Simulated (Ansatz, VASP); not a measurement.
# Two plane-wave programs on Sn3C

```xyz
4
Lattice="4.4703 0.0000 0.0000 0.0000 4.4703 0.0000 0.0000 0.0000 4.4703" Properties=species:S:1:pos:R:3 pbc="T T T"
Sn    0.0000    2.2352    2.2352
Sn    2.2352    0.0000    2.2352
Sn    2.2352    2.2352    0.0000
C     0.0000    0.0000    0.0000
```

Alike in both runs: functional PBE; k mesh 10 × 10 × 10; occupations gaussian, width 0.1 eV; no spin polarisation.

Ansatz relaxed the structure, and its values are those at the end. VASP's run is a single point on that final structure, the one shown.

```csv
,VASP,Ansatz
version,VASP 6.6.1,Ansatz 0.2.0
potentials or method,"VASP PAW PBE potentials, release 64 (Sn_d, C), cutoff 520 eV","scalar-relativistic, plane waves, PAW"
valence electrons in the cell,46,46
```

|  | VASP | Ansatz | Ansatz less VASP |
| --- | --- | --- | --- |
| gap on the k mesh at the Fermi level (eV) | none | none | - |
| pressure (GPa) | -0.1 | 0.0 | +0.07 |

A gap of «none» marks a metal or a gap that the smearing closes.
